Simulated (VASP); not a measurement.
# PrMgH in VASP: notebook, part 2 of 2

VASP 6.6.1.

### 5 Relaxation of shape and atoms at fixed volume, PBE (17.03 Å³/atom)

This run uses another cell than the first one, of 17.03 Å³/atom.

Input file INCAR:

```
SYSTEM = PrMgH
PREC = Accurate
ENCUT = 600
EDIFF = 1E-7
ISMEAR = 0
SIGMA = 0.1
LREAL = .FALSE.
LASPH = .TRUE.
NELM = 200
ALGO = Normal
ISIF = 4
LWAVE = .FALSE.
LCHARG = .FALSE.
GGA = PE
IBRION = 2
NSW = 50
EDIFFG = -0.01
GGA_COMPAT = .FALSE.
NELMIN = 4
LMAXMIX = 6
```

Input file KPOINTS:

```
regular mesh
0
G
  12 12 10
  0 0 0
```

Input file POSCAR:

```
PrMgH
1.0
    3.4551315985      0.0000000000      0.0000000000
    0.0000000000      3.4551315985      0.0000000000
    0.0000000000      0.0000000000      4.2788941385
Pr Mg H
1 1 1
Direct
    0.0000000000      0.0000000000      0.0000000000
    0.5000000000      0.5000000000      0.5000000000
    0.5000000000      0.5000000000      0.0000000000
```

Potentials or basis: VASP PAW PBE potentials, release 64 (Pr_3, Mg, H), 4f in core.

Started as:

```bash
> cat potpaw_PBE.64/Pr_3/POTCAR potpaw_PBE.64/Mg/POTCAR potpaw_PBE.64/H/POTCAR > POTCAR
> mpirun -np 1 vasp_std > vasp.out
```

OUTCAR:

```text
SYSTEM = PrMgH
   PREC = Accurate
   ENCUT = 600
   EDIFF = 1E-7
   ISMEAR = 0
   LREAL = .FALSE.
   LASPH = .TRUE.
   NELM = 200
   ISIF = 4
   GGA = PE
   IBRION = 2
   NSW = 50
   EDIFFG = -0.01
   NELMIN = 4

 ion  position               nearest neighbor table
   1  0.000  0.000  0.000-   2 3.25   2 3.25   2 3.25   2 3.25   2 3.25   2 3.25   2 3.25   2 3.25

   2  0.500  0.500  0.500-   3 2.14   3 2.14   1 3.25   1 3.25   1 3.25   1 3.25   1 3.25   1 3.25
                             1 3.25   1 3.25
   3  0.500  0.500  0.000-   2 2.14   2 2.14

  LATTYP: Found a simple tetragonal cell.
 ALAT       =     3.4551315985
 C/A-ratio  =     1.2384171244

  Lattice vectors:

 A1 = (   3.4551315985,   0.0000000000,   0.0000000000)
 A2 = (   0.0000000000,   3.4551315985,   0.0000000000)
 A3 = (   0.0000000000,   0.0000000000,   4.2788941385)

Analysis of symmetry for initial positions (statically):
=====================================================================
 Subroutine PRICEL returns:
 Original cell was already a primitive cell.

 Routine SETGRP: Setting up the symmetry group for a
 simple tetragonal supercell.

 Subroutine GETGRP returns: Found 16 space group operations
 (whereof 16 operations were pure point group operations)
 out of a pool of 16 trial point group operations.

The static configuration has the point symmetry D_4h.

Analysis of symmetry for dynamics (positions and initial velocities):
=====================================================================
 Subroutine PRICEL returns:
 Original cell was already a primitive cell.

 Routine SETGRP: Setting up the symmetry group for a
 simple tetragonal supercell.

 Subroutine GETGRP returns: Found 16 space group operations
 (whereof 16 operations were pure point group operations)
 out of a pool of 16 trial point group operations.
[... 181 lines left out ...]

  FREE ENERGIE OF THE ION-ELECTRON SYSTEM (eV)
  ---------------------------------------------------
  free  energy   TOTEN  =       -10.2710690949 eV

  energy  without entropy=      -10.2637696228  energy(sigma->0) =      -10.26741936

--------------------------------------- Ionic step        2  -------------------------------------------

 number of electron      14.0000000 magnetization

 Free energy of the ion-electron system (eV)
  ---------------------------------------------------
  ext. energy  EPLUGINS =         0.00000000
  ---------------------------------------------------
  free energy    TOTEN  =       -10.27108865 eV

  energy without entropy =      -10.26381084  energy(sigma->0) =      -10.26744975

 E-fermi :   4.3354     XC(G=0):  -9.9842

 val. band max:        4.3225753851   @ k =   0.3333   0.1667   0.0000
 cond. band min:       4.3375008393   @ k =   0.5000   0.0833   0.1000
 fundamental gap:      0.0149254542
 Fermi energy:         4.3353853862

 k-point     1 :       0.0000    0.0000    0.0000
  band No.  band energies     occupation
      1     -31.8623      2.00000
      2     -13.8676      2.00000
      3     -13.4072      2.00000
      4     -13.4072      2.00000
      5      -3.1829      2.00000
      6       1.1117      2.00000
      7       3.2546      2.00000
      8       6.8247      0.00000
      9       8.0431      0.00000
     10       8.0431      0.00000
     11       9.4717      0.00000
[... 309 lines left out ...]
 k-point    24 :       0.4167    0.3333    0.0000
  band No.  band energies     occupation
      1     -31.6771      2.00000
      2     -14.3901      2.00000
      3     -14.1427      2.00000
      4     -13.6283      2.00000
      5      -2.0804      2.00000
      6       3.0811      2.00000
      7       4.5399      0.00382
      8       5.2520      0.00000
      9       5.4486      0.00000
     10       6.1137      0.00000
     11       9.1366      0.00000

 [... further k-points ...]

------------------------ aborting loop because EDIFF is reached ----------------------------------------

  FORCE on cell =-STRESS in cart. coord.  units (eV):
  Direction    XX          YY          ZZ          XY          YZ          ZX
  --------------------------------------------------------------------------------------
  -------------------------------------------------------------------------------------
  Total        2.6103468      2.6103468      2.5732820      0.0000000      0.0000000      0.0000000
  in kB       81.8743887     81.8743887     80.7118365      0.0000000      0.0000000      0.0000000
  external PRESSURE =      81.4868713 kB  Pullay stress =       0.0000000 kB

 VOLUME and BASIS-vectors are now :
 -----------------------------------------------------------------------------
  energy-cutoff  :      600.00
  volume of cell :       51.08
      direct lattice vectors                 reciprocal lattice vectors
     3.455978249  0.000000000  0.000000000     0.289353673  0.000000000  0.000000000
     0.000000000  3.455978249 -0.000000000     0.000000000  0.289353673  0.000000000
     0.000000000 -0.000000000  4.276797895     0.000000000  0.000000000  0.233819793

 POSITION                                       TOTAL-FORCE (eV/Angst)
 -----------------------------------------------------------------------------------
      0.00000      0.00000      0.00000         0.000000     -0.000000      0.000000
      1.72799      1.72799      2.13840         0.000000      0.000000      0.000000
      1.72799      1.72799     -0.00000         0.000000     -0.000000      0.000000
 -----------------------------------------------------------------------------------
    total drift:                               -0.000000     -0.000000     -0.000000

  FREE ENERGIE OF THE ION-ELECTRON SYSTEM (eV)
  ---------------------------------------------------
  free  energy   TOTEN  =       -10.2710886537 eV

  energy  without entropy=      -10.2638108381  energy(sigma->0) =      -10.26744975

 reached required accuracy - stopping structural energy minimisation
```

Wall time 63 s (1 thread of Intel Xeon 6975P-C (Granite Rapids), shared host); peak memory 0.31 GiB.

Results:

- Free energy: -10.2711 eV
- Energy gained by relaxing: 0.0 meV/atom
- Ionic steps: 2
- Pressure after relaxing: 8.1 GPa
- Band gap on the k mesh: zero (bands 7 and 8 overlap by 1.14 eV)

Stress tensor (GPa, compression positive):
```
8.19 0.00 0.00
0.00 8.19 0.00
0.00 0.00 8.07
```

Final structure:
```yaml
crystal:
  lattice:
    - [3.45598, 0.00000, 0.00000]
    - [0.00000, 3.45598, 0.00000]
    - [0.00000, 0.00000, 4.27680]
  atoms:
    - { symbol: Pr, position: [0.00000, 0.00000, 0.00000] }
    - { symbol: Mg, position: [0.50000, 0.50000, 0.50000] }
    - { symbol: H, position: [0.50000, 0.50000, 0.00000] }
```

Levels at points of the mesh, in eV from the Fermi level:
```csv
k point,band 3,band 4,band 5,band 6,band 7,band 8,band 9,band 10,band 11
"(0.00, 0.00, 0.00)",-17.74,-17.74,-7.52,-3.22,-1.08,2.49,3.71,3.71,5.14
"(0.50, 0.00, 0.00)",-18.06,-17.62,-4.75,-2.76,-0.79,-0.22,0.87,1.53,4.46
"(0.50, 0.50, 0.00)",-18.71,-17.92,-6.96,0.13,0.60,0.60,1.08,1.08,4.54
"(0.00, 0.00, 0.50)",-17.73,-17.73,-6.74,-3.22,-0.71,2.31,2.31,3.06,5.28
"(0.50, 0.00, 0.50)",-18.24,-17.61,-4.19,-3.72,-0.98,0.08,1.75,3.28,4.06
"(0.50, 0.50, 0.50)",-18.69,-18.08,-6.65,-1.85,-1.85,1.20,4.23,4.88,5.38
```

Caveat: spin-orbit coupling is left out, which moves the levels of the heavy elements; the 4f electrons are frozen in the core, so they carry no moment and show no levels.

### 6 Relaxation of shape and atoms at fixed volume, PBE (17.61 Å³/atom)

This run uses another cell than the first one, of 17.61 Å³/atom.

Input file INCAR:

```
SYSTEM = PrMgH
ALGO = Normal ; EDIFF = 1E-7
EDIFFG = -0.01 ; ENCUT = 600
GGA = PE ; GGA_COMPAT = .FALSE.
IBRION = 2 ; ISIF = 4
ISMEAR = 0 ; LASPH = .TRUE.
LCHARG = .FALSE. ; LMAXMIX = 6
LREAL = .FALSE. ; LWAVE = .FALSE.
NELM = 200 ; NELMIN = 4
NSW = 50 ; PREC = Accurate
SIGMA = 0.1
```

Input file KPOINTS:

```
k-points
0
G
  12 12 10
  0 0 0
```

Input file POSCAR:

```
PrMgH
1.0
    3.4893621469      0.0000000000      0.0000000000
    0.0000000000      3.4893621469      0.0000000000
    0.0000000000      0.0000000000      4.3383776888
Pr Mg H
1 1 1
Direct
    0.0000000000      0.0000000000      0.0000000000
    0.5000000000      0.5000000000      0.5000000000
    0.5000000000      0.5000000000      0.0000000000
```

Potentials or basis: VASP PAW PBE potentials, release 64 (Pr_3, Mg, H), 4f in core.

Started as:

```bash
> cat potpaw_PBE.64/Pr_3/POTCAR potpaw_PBE.64/Mg/POTCAR potpaw_PBE.64/H/POTCAR > POTCAR
> mpirun -np 1 vasp_std > vasp.out
```

OUTCAR:

```text
SYSTEM = PrMgH
   EDIFF = 1E-7
   EDIFFG = -0.01
   ENCUT = 600
   GGA = PE
   IBRION = 2
   ISIF = 4
   ISMEAR = 0
   LASPH = .TRUE.
   LREAL = .FALSE.
   NELM = 200
   NELMIN = 4
   NSW = 50
   PREC = Accurate

 ion  position               nearest neighbor table
   1  0.000  0.000  0.000-   2 3.29   2 3.29   2 3.29   2 3.29   2 3.29   2 3.29   2 3.29   2 3.29

   2  0.500  0.500  0.500-   3 2.17   3 2.17   1 3.29   1 3.29   1 3.29   1 3.29   1 3.29   1 3.29
                             1 3.29   1 3.29
   3  0.500  0.500  0.000-   2 2.17   2 2.17
[... 584 lines left out ...]
  Direction    XX          YY          ZZ          XY          YZ          ZX
  --------------------------------------------------------------------------------------
  -------------------------------------------------------------------------------------
  Total        1.9015310      1.9015310      1.8631374      0.0000000      0.0000000      0.0000000
  in kB       57.6759216     57.6759216     56.5113935      0.0000000      0.0000000      0.0000000
  external PRESSURE =      57.2877455 kB  Pullay stress =       0.0000000 kB

 VOLUME and BASIS-vectors are now :
 -----------------------------------------------------------------------------
  energy-cutoff  :      600.00
  volume of cell :       52.82
      direct lattice vectors                 reciprocal lattice vectors
     3.490315251  0.000000000  0.000000000     0.286507071  0.000000000  0.000000000
     0.000000000  3.490315251 -0.000000000     0.000000000  0.286507071  0.000000000
     0.000000000 -0.000000000  4.336008643     0.000000000  0.000000000  0.230626847

 POSITION                                       TOTAL-FORCE (eV/Angst)
 -----------------------------------------------------------------------------------
      0.00000      0.00000      0.00000         0.000000     -0.000000      0.000000
      1.74516      1.74516      2.16800         0.000000      0.000000      0.000000
      1.74516      1.74516     -0.00000         0.000000     -0.000000      0.000000
 -----------------------------------------------------------------------------------
    total drift:                               -0.000000     -0.000000     -0.000000

  FREE ENERGIE OF THE ION-ELECTRON SYSTEM (eV)
  ---------------------------------------------------
  free  energy   TOTEN  =       -10.3462204695 eV

  energy  without entropy=      -10.3382984625  energy(sigma->0) =      -10.34225947

 reached required accuracy - stopping structural energy minimisation
```

Run time: 65 s. Hardware: 1 thread of Intel Xeon 6975P-C (Granite Rapids), shared host; peak memory 0.31 GiB.

What came out:

- Free energy: -10.3462 eV
- Energy gained by relaxing: 0.0 meV/atom
- Ionic steps: 2
- Pressure after relaxing: 5.7 GPa
- Band gap on the k mesh: zero (bands 7 and 8 overlap by 1.12 eV)

Final structure:
```
CELL_PARAMETERS angstrom
3.49032 0.00000 0.00000
0.00000 3.49032 0.00000
0.00000 0.00000 4.33601
ATOMIC_POSITIONS crystal
Pr 0.00000 0.00000 0.00000
Mg 0.50000 0.50000 0.50000
H 0.50000 0.50000 0.00000
```

Caveat: spin-orbit coupling is left out, which moves the levels of the heavy elements; the 4f electrons are frozen in the core, so they carry no moment and show no levels.

### 7 Relaxation of shape and atoms at fixed volume, PBE (18.19 Å³/atom)

Input file INCAR:

```
SYSTEM = PrMgH
PREC = Accurate ; ENCUT = 600
EDIFF = 1E-7 ; ISMEAR = 0
SIGMA = 0.1 ; LREAL = .FALSE.
LASPH = .TRUE. ; NELM = 200
ALGO = Normal ; ISIF = 4
LWAVE = .FALSE. ; LCHARG = .FALSE.
GGA = PE ; IBRION = 2
NSW = 50 ; EDIFFG = -0.01
GGA_COMPAT = .FALSE. ; NELMIN = 4
LMAXMIX = 6
```

Input file KPOINTS:

```
Automatic mesh
0
G
  12 12 10
  0 0 0
```

Input file POSCAR:

```
PrMgH
1.0
    3.5229831674      0.0000000000      0.0000000000
    0.0000000000      3.5229831674      0.0000000000
    0.0000000000      0.0000000000      4.3962742194
Pr Mg H
1 1 1
Direct
    0.0000000000      0.0000000000      0.0000000000
    0.5000000000      0.5000000000      0.5000000000
    0.5000000000      0.5000000000      0.0000000000
```

Started as:

```bash
> cat potpaw_PBE.64/Pr_3/POTCAR potpaw_PBE.64/Mg/POTCAR potpaw_PBE.64/H/POTCAR > POTCAR
> mpirun -np 1 vasp_std > vasp.out
```

Run time: 62 s. Hardware: 1 thread of Intel Xeon 6975P-C (Granite Rapids), shared host; peak memory 0.31 GiB.

The run converged. Its results:

* Free energy: -10.3968 eV
* Energy gained by relaxing: 0.0 meV/atom
* Ionic steps: 2
* Pressure after relaxing: 3.6 GPa
* Band gap on the k mesh: zero (bands 7 and 8 overlap by 1.10 eV)

Stress tensor (GPa, compression positive):
```
3.67 0.00 0.00
0.00 3.67 0.00
0.00 0.00 3.55
```

Final structure:
```xyz
3
Lattice="3.5240 0.0000 0.0000 0.0000 3.5240 0.0000 0.0000 0.0000 4.3938" Properties=species:S:1:pos:R:3 pbc="T T T"
Pr    0.0000    0.0000    0.0000
Mg    1.7620    1.7620    2.1969
H     1.7620    1.7620    0.0000
```

Levels at points of the mesh, in eV from the Fermi level:
| k point | band 5 | band 6 | band 7 | band 8 | band 9 | band 10 |
| --- | --- | --- | --- | --- | --- | --- |
| (0.00, 0.00, 0.00) | -7.30 | -3.06 | -0.95 | 2.21 | 3.51 | 3.51 |
| (0.50, 0.00, 0.00) | -4.74 | -2.67 | -0.75 | -0.15 | 0.79 | 1.51 |
| (0.50, 0.50, 0.00) | -6.63 | 0.18 | 0.61 | 0.61 | 0.95 | 0.95 |
| (0.00, 0.00, 0.50) | -6.55 | -3.30 | -0.63 | 2.24 | 2.24 | 2.77 |
| (0.50, 0.00, 0.50) | -4.18 | -3.54 | -0.97 | -0.04 | 1.72 | 3.17 |
| (0.50, 0.50, 0.50) | -6.34 | -1.68 | -1.68 | 1.05 | 3.97 | 4.49 |

Caveat: spin-orbit coupling is left out, which moves the levels of the heavy elements; the 4f electrons are frozen in the core, so they carry no moment and show no levels. Spin polarisation is off, so any magnetic state and its effect on volume and gap are missing.

### 8 Overview

| task | cell | k mesh | smearing | gap on the mesh (eV) | pressure (GPa) |
| --- | --- | --- | --- | --- | --- |
| single point | a = 3.527, b = 3.527, c = 4.386 Å, 3 atoms, atomic positions A | 12 × 12 × 10 | gaussian 0.1 eV | none | 3.6 |
| single point | a = 3.560, b = 3.560, c = 4.443 Å, 3 atoms, atomic positions A | 12 × 12 × 10 | gaussian 0.1 eV | none | 1.8 |
| single point | a = 3.581, b = 3.577, c = 9.066 Å, 6 atoms, atomic positions B | 6 × 6 × 4 | gaussian 0.2 eV | none | 0.2 |
| relaxation of shape and atoms at fixed volume | relaxed from a = 3.455, b = 3.455, c = 4.279 Å, 3 atoms, atomic positions A | 12 × 12 × 10 | gaussian 0.1 eV | none | 8.1 |
| relaxation of shape and atoms at fixed volume | relaxed from a = 3.489, b = 3.489, c = 4.338 Å, 3 atoms, atomic positions A | 12 × 12 × 10 | gaussian 0.1 eV | none | 5.7 |
| relaxation of shape and atoms at fixed volume | relaxed from a = 3.523, b = 3.523, c = 4.396 Å, 3 atoms, atomic positions A | 12 × 12 × 10 | gaussian 0.1 eV | none | 3.6 |

Alike in all rows: level PBE; potentials or basis VASP PAW PBE potentials, release 64 (Pr_3, Mg, H), 4f in core; no spin polarisation; cutoff (eV) 600.

Caveats: spin-orbit coupling is left out, which moves the levels of the heavy elements; the 4f electrons are frozen in the core, so they carry no moment and show no levels; the cell stands under pressure (at least some runs).

Absolute energies hang on the potentials; compare differences alone.

The gap in the log of VASP goes by the Fermi energy; the results here count the filled bands.